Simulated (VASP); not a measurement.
# RuF2 (Fd-3m) in VASP: a series of runs

Runs on RuF2. Level: PBE. Tasks: single point.

Program: VASP 6.6.1. These are calculated values, not measurements. Logs are shortened: lines on timing, memory, paths and dates and some standing lists are left out, and cuts for length are marked.

### 1 The cell of the first run

It takes space group Fd-3m (No. 227, cubic). The conventional cell has a = 6.499 Å, b = 6.499 Å, c = 6.499 Å, α = 90.00°, β = 90.00°, γ = 90.00°. Ru (site symmetry -43m) has 12 F at 2.69 Å and 4 Ru at 2.81 Å within 3.6 Å. F (site symmetry -3m) has 6 F at 2.30 Å and 6 Ru at 2.69 Å within 3.0 Å.

### 2 Single point, PBE, collinear spin, ferromagnetic start

INCAR reads:

```
SYSTEM = RuF2
ALGO = Normal
EDIFF = 1E-6
ENCUT = 520
GGA = PE
ISIF = 2
ISMEAR = 0
ISPIN = 2
LASPH = .TRUE.
LCHARG = .FALSE.
LMAXMIX = 4
LORBIT = 11
LREAL = .FALSE.
LWAVE = .FALSE.
MAGMOM = 2.96 2.96 0 0 0 0
NBANDS = 41
NELM = 150
PREC = Accurate
SIGMA = 0.1
```

KPOINTS reads:

```
k-points
0
G
  6 6 6
  0 0 0
```

POSCAR reads:

```
RuF2
1.0
    0.0000000000      3.2493834445      3.2493834445
    3.2493834445      0.0000000000      3.2493834445
    3.2493834445      3.2493834445      0.0000000000
Ru F
2 4
Direct
    0.0000000000      0.0000000000      1.0000000000
    0.2500000000      0.2500000000      0.2500000000
    0.6250000000      0.6250000000      0.6250000000
    0.1250000000      0.6250000000      0.6250000000
    0.6250000000      0.6250000000      0.1250000000
    0.6250000000      0.1250000000      0.6250000000
```

Potentials or basis: VASP PAW PBE potentials, release 64 (Ru_pv, F).

Launch:

```sh
> cat potpaw_PBE.64/Ru_pv/POTCAR potpaw_PBE.64/F/POTCAR > POTCAR
> mpirun -np 1 vasp_std > vasp.out
```

OUTCAR:

```text
SYSTEM = RuF2
   EDIFF = 1E-6
   ENCUT = 520
   GGA = PE
   ISIF = 2
   ISMEAR = 0
   ISPIN = 2
   LASPH = .TRUE.
   LORBIT = 11
   LREAL = .FALSE.
   NELM = 150
   PREC = Accurate

 ion  position               nearest neighbor table
   1  0.000  0.000  0.000-   2 2.81   2 2.81   2 2.81   2 2.81
   2  0.250  0.250  0.250-   1 2.81   1 2.81   1 2.81   1 2.81
   3  0.625  0.625  0.625-
   4  0.125  0.625  0.625-
   5  0.625  0.625  0.125-
   6  0.625  0.125  0.625-

  LATTYP: Found a face centered cubic cell.
 ALAT       =     6.4987668890

  Lattice vectors:

 A1 = (   0.0000000000,   3.2493834445,   3.2493834445)
 A2 = (   3.2493834445,   0.0000000000,   3.2493834445)
 A3 = (   3.2493834445,   3.2493834445,   0.0000000000)

Analysis of symmetry for initial positions (statically):
=====================================================================
 Subroutine PRICEL returns:
 Original cell was already a primitive cell.

 Routine SETGRP: Setting up the symmetry group for a
 face centered cubic supercell.

 Subroutine GETGRP returns: Found 48 space group operations
 (whereof 24 operations were pure point group operations)
 out of a pool of 48 trial point group operations.

The static configuration has the point symmetry T_d .
 The point group associated with its full space group is O_h .

Analysis of symmetry for dynamics (positions and initial velocities):
=====================================================================
 Subroutine PRICEL returns:
 Original cell was already a primitive cell.

 Routine SETGRP: Setting up the symmetry group for a
 face centered cubic supercell.

 Subroutine GETGRP returns: Found 48 space group operations
 (whereof 24 operations were pure point group operations)
 out of a pool of 48 trial point group operations.

The dynamic configuration has the point symmetry T_d .
 The point group associated with its full space group is O_h .

Analysis of structural, dynamic, and magnetic symmetry:
=====================================================================
 Subroutine PRICEL returns:
 Original cell was already a primitive cell.

 Routine SETGRP: Setting up the symmetry group for a
 face centered cubic supercell.

 Subroutine GETGRP returns: Found 48 space group operations
 (whereof 24 operations were pure point group operations)
 out of a pool of 48 trial point group operations.

The overall configuration has the point symmetry T_d .
 The point group associated with its full space group is O_h .

 Subroutine INISYM returns: Found 48 space group operations
 (whereof 24 operations are pure point group operations),
 and found     1 'primitive' translations

----------------------------------------------------------------------------------------

                                     Primitive cell

  volume of cell :      68.6172

  direct lattice vectors                    reciprocal lattice vectors
     0.000000000  3.249383444  3.249383444    -0.153875345  0.153875345  0.153875345
     3.249383444  0.000000000  3.249383444     0.153875345 -0.153875345  0.153875345
     3.249383444  3.249383444  0.000000000     0.153875345  0.153875345 -0.153875345

  length of vectors
     4.595322137  4.595322137  4.595322137     0.266519916  0.266519916  0.266519916

  position of ions in fractional coordinates (direct lattice)
     0.000000000  0.000000000  0.000000000
     0.250000000  0.250000000  0.250000000
     0.625000000  0.625000000  0.625000000
     0.125000000  0.625000000  0.625000000
     0.625000000  0.625000000  0.125000000
     0.625000000  0.125000000  0.625000000

  ion indices of the primitive-cell ions
   primitive index   ion index
                 1           1
                 2           2
                 3           3
                 4           4
                 5           5
                 6           6

----------------------------------------------------------------------------------------

 KPOINTS: k-points

[... 25 lines left out ...]
  0.166667  0.000000  0.000000      8.000000
  0.333333  0.000000  0.000000      8.000000
  0.500000  0.000000  0.000000      4.000000
  0.166667  0.166667  0.000000      6.000000
  0.333333  0.166667  0.000000     24.000000
[... 8 lines left out ...]
 -0.333333  0.333333  0.166667     24.000000
 -0.333333  0.500000  0.166667     12.000000
   k-points           NKPTS =     16   k-points in BZ     NKDIM =     16   number of bands    NBANDS=     41
   number of dos      NEDOS =    301   number of ions     NIONS =      6
   total plane-waves  NPLWV =  46656
   dimension x,y,z NGX =    36 NGY =   36 NGZ =   36
   dimension x,y,z NGXF=    72 NGYF=   72 NGZF=   72
   ions per type =               2   4
   NGX,Y,Z   is equivalent  to a cutoff of  13.02, 13.02, 13.02 a.u.
   NGXF,Y,Z  is equivalent  to a cutoff of  26.05, 26.05, 26.05 a.u.
 SYSTEM =  RuF2
   PREC   = accura    normal or accurate (medium, high low for compatibility)
   ISTART =      0    job   : 0-new  1-cont  2-samecut
   ICHARG =      2    charge: 1-file 2-atom 10-const
   ISPIN  =      2    spin polarized calculation?
   LNONCOLLINEAR =      F non collinear calculations
   LSORBIT =      F    spin-orbit coupling
   LASPH  =      T    aspherical Exc in radial PAW
   ENCUT  =  520.0 eV  38.22 Ry    6.18 a.u.   8.54  8.54  8.54*2*pi/ulx,y,z
   NELM   =    150;   NELMIN=  2; NELMDL= -5     # of ELM steps
   EDIFF  = 0.1E-05   stopping-criterion for ELM
   LREAL  =      F    real-space projection
   EDIFFG = 0.1E-04   stopping-criterion for IOM
   NSW    =      0    number of steps for IOM
   IBRION =     -1    ionic relax: 0-MD 1-quasi-New 2-CG
   NFREE  =      0    steps in history (QN), initial steepest desc. (CG)
   ISIF   =      2    stress and relaxation
   ISYM   =      2    0-nonsym 1-usesym 2-fastsym
   POTIM  = 0.5000    time-step for ionic-motion
   TEBEG  =    0.0;   TEEND  =   0.0 temperature during run
   PSTRESS=    0.0 pullay stress
   NELECT =      56.0000    total number of electrons
   NUPDOWN=      -1.0000    fix difference up-down
   EMIN   =  10.00;   EMAX   =-10.00  energy-range for DOS
   EFERMI =   0.00;   METHOD = LEGACY
   ISMEAR =     0;   SIGMA  =   0.10  broadening in eV -4-tet -1-fermi 0-gaus
   EFERMI_NEDOS =   21; number of points for ismear=-14 and -15
   IALGO  =     38    algorithm
   IMIX   =      4    mixing-type and parameters
     AMIX     =   0.40;   BMIX     =  1.00
     AMIX_MAG =   1.60;   BMIX_MAG =  1.00
  volume/ion in A,a.u.               =      11.44        77.18
  Fermi-wavevector in a.u.,A,eV,Ry     =   1.529889  2.891071 31.845250  2.340560
  Thomas-Fermi vector in A             =   2.637448
   LORBIT       =     11    0 simple, 1 ext, 2 COOP (PROOUT), +10 PAW based schemes
   GGA     = PE    functional components
   LHFCALC =     F    Hartree Fock is set to
   AEXX    =    0.0000 exact exchange contribution
   IVDW    =     0    specifies the selected vdW correction
   LEPSILON=     F    determine dielectric tensor
   LRPA    =     F    only Hartree local field effects (RPA)
 spin polarized calculation
 Gauss-broadening in eV      SIGMA  =   0.10
  energy-cutoff  :      520.00
  volume of cell :       68.62
 maximum number of plane-waves:      1873
 NGX is ok and might be reduce to    36
   NGX = 17   NGY = 17   NGZ = 17

 number of electron      55.9999972 magnetization       6.0445551

 Free energy of the ion-electron system (eV)
  ---------------------------------------------------
  ext. energy  EPLUGINS =         0.00000000
  ---------------------------------------------------
  free energy    TOTEN  =       -24.23238034 eV

  energy without entropy =      -24.19412153  energy(sigma->0) =      -24.21325093

 E-fermi :   4.5190     XC(G=0): -11.7961

 val. band max:        4.5107651860   @ k =  -0.3333   0.3333   0.1667
 cond. band min:       4.5197483645   @ k =   0.5000   0.5000   0.0000
 fundamental gap:      0.0089831786
 Fermi energy:         4.5190309859

 spin component 1

 k-point     1 :       0.0000    0.0000    0.0000
  band No.  band energies     occupation
      1     -39.1436      1.00000
      2     -39.1436      1.00000
      3     -39.1436      1.00000
      4     -38.9697      1.00000
      5     -38.9697      1.00000
      6     -38.9697      1.00000
[... 677 lines left out ...]
     39      17.9210      0.00000
     40      17.9210      0.00000
 Fermi energy:         4.5190309859

 spin component 2

 k-point     1 :       0.0000    0.0000    0.0000
  band No.  band energies     occupation
      1     -36.9313      1.00000
      2     -36.9313      1.00000
      3     -36.9313      1.00000
      4     -36.7458      1.00000
      5     -36.7458      1.00000
      6     -36.7458      1.00000
[... 677 lines left out ...]
     39      18.8992      0.00000
     40      18.8992      0.00000
 [bands above 40 left out]

------------------------ aborting loop because EDIFF is reached ----------------------------------------

  FORCE on cell =-STRESS in cart. coord.  units (eV):
  Direction    XX          YY          ZZ          XY          YZ          ZX
  --------------------------------------------------------------------------------------
  -------------------------------------------------------------------------------------
  Total       -0.0775160     -0.0775160     -0.0775160     -0.0000000     -0.0000000     -0.0000000
  in kB       -1.8099611     -1.8099611     -1.8099611     -0.0000000     -0.0000000     -0.0000000
  external PRESSURE =      -1.8099611 kB  Pullay stress =       0.0000000 kB

 VOLUME and BASIS-vectors are now :
 -----------------------------------------------------------------------------
  energy-cutoff  :      520.00
  volume of cell :       68.62
      direct lattice vectors                 reciprocal lattice vectors
     0.000000000  3.249383444  3.249383444    -0.153875345  0.153875345  0.153875345
     3.249383444  0.000000000  3.249383444     0.153875345 -0.153875345  0.153875345
     3.249383444  3.249383444  0.000000000     0.153875345  0.153875345 -0.153875345

 POSITION                                       TOTAL-FORCE (eV/Angst)
 -----------------------------------------------------------------------------------
      0.00000      0.00000      0.00000        -0.000000     -0.000000     -0.000000
      1.62469      1.62469      1.62469         0.000000      0.000000      0.000000
      4.06173      4.06173      4.06173        -0.000000     -0.000000     -0.000000
      4.06173      2.43704      2.43704        -0.000000     -0.000000     -0.000000
      2.43704      2.43704      4.06173        -0.000000     -0.000000     -0.000000
      2.43704      4.06173      2.43704        -0.000000     -0.000000     -0.000000
 -----------------------------------------------------------------------------------
    total drift:                                0.000000     -0.000000      0.000000

  FREE ENERGIE OF THE ION-ELECTRON SYSTEM (eV)
  ---------------------------------------------------
  free  energy   TOTEN  =       -24.2323803377 eV

  energy  without entropy=      -24.1941215309  energy(sigma->0) =      -24.21325093

 total charge

# of ion       s       p       d       tot
------------------------------------------
    1        0.172   6.073   5.762  12.007
    2        0.172   6.073   5.762  12.007
    3        1.758   4.226   0.000   5.984
    4        1.758   4.226   0.000   5.984
    5        1.758   4.226   0.000   5.984
    6        1.758   4.226   0.000   5.984
--------------------------------------------------
tot          7.376  29.052  11.524  47.952

 magnetization (x)

# of ion       s       p       d       tot
------------------------------------------
    1        0.026   0.012   2.775   2.813
    2        0.026   0.012   2.775   2.813
    3        0.003   0.019   0.000   0.022
    4        0.003   0.019   0.000   0.022
    5        0.003   0.019   0.000   0.022
    6        0.003   0.019   0.000   0.022
--------------------------------------------------
tot          0.066   0.100   5.550   5.715
```

Run time: 5.1 min. Hardware: 1 thread of Intel Xeon 8259CL, shared host; peak memory 0.27 GiB.

What came out:

| Item | Value |
| --- | --- |
| Free energy | -24.2324 eV |
| Pressure | -0.2 GPa |
| Net moment | 6.04 μB per cell |
| Site moments | Ru +2.81; F +0.02 μB |
| Valence electrons inside the program's atomic spheres | Ru 12.01; F 5.98 |

### 3 Single point, PBE, collinear spin, ferromagnetic start

This run uses another cell than the first one, of 11.50 Å³/atom.

INCAR reads:

```
ALGO     = Normal         # electronic algorithm
EDIFF    = 1E-7           # SCF threshold, eV
ENCUT    = 520            # plane-wave cutoff, eV
GGA      = PE             # functional
ISIF     = 2              # what is computed and relaxed
ISMEAR   = 0              # smearing method
ISPIN    = 2              # spin polarisation
LASPH    = T              # aspherical terms in the spheres
LCHARG   = T              # write CHGCAR
LELF     = T              # ELF
LMAXMIX  = 4              # l up to which the mixer works
LORBIT   = 11             # projections on sites
LREAL    = F              # projectors in reciprocal space
LVHAR    = T            
LWAVE    = F              # write WAVECAR
MAGMOM   = 1 1 0 0 0 0    # initial moments
NBANDS   = 41             # bands
NELM     = 150            # most SCF steps
PREC     = Accurate       # precision mode
SIGMA    = 0.1            # smearing width, eV
```

KPOINTS reads:

```
k-points
0
Gamma
  6 6 6
```

POSCAR reads:

```
RuF2
1.0
    0.0000000000      3.2550038470      3.2550038470
    3.2550038470      0.0000000000      3.2550038470
    3.2550038470      3.2550038470      0.0000000000
Ru F
2 4
Direct
    0.0000000000      0.0000000000      0.0000000000
    0.2500000000      0.2500000000      0.2500000000
    0.6250000000      0.6250000000      0.6250000000
    0.1250000000      0.6250000000      0.6250000000
    0.6250000000      0.6250000000      0.1250000000
    0.6250000000      0.1250000000      0.6250000000
```

Potentials or basis: VASP PAW PBE potentials, release 64 (Ru_pv, F).

Launch:

```sh
> cat potpaw_PBE.64/Ru_pv/POTCAR potpaw_PBE.64/F/POTCAR > POTCAR
> mpirun -np 1 vasp_std > vasp.out
```

Wall time 6.5 min (1 thread of Intel Xeon 8259CL, shared host); peak memory 0.28 GiB.

The run converged. Its results:

- Free energy: -24.2198 eV
- Pressure: -1.1 GPa
- Net moment: 6.44 μB per cell
- Site moments: Ru +2.77; F +0.14 μB
- Valence electrons inside the program's atomic spheres: Ru 12.00; F 5.98

Levels at points of the mesh, in eV from the Fermi level:
Spin up:
```tsv
k point	band 28	band 29	band 30	band 31	band 32	band 33	band 34	band 35
(0.00, 0.00, 0.00)	-0.23	-0.23	-0.23	0.13	0.13	0.13	8.68	8.68
(0.50, 0.00, 0.00)	-1.01	-0.19	-0.19	0.00	0.00	3.86	4.01	9.34
(0.50, 0.50, 0.00)	-0.66	-0.40	-0.40	0.00	0.00	4.50	4.50	8.42
```
Spin down:
| k point | band 23 | band 24 | band 25 | band 26 | band 27 | band 28 |
| --- | --- | --- | --- | --- | --- | --- |
| (0.00, 0.00, 0.00) | 0.08 | 0.08 | 0.08 | 0.10 | 1.24 | 1.24 |
| (0.50, 0.00, 0.00) | -0.33 | -0.03 | -0.03 | 0.46 | 0.64 | 0.64 |
| (0.50, 0.50, 0.00) | -0.20 | -0.20 | -0.16 | -0.16 | 0.95 | 0.95 |

[end of part 1 of 2]
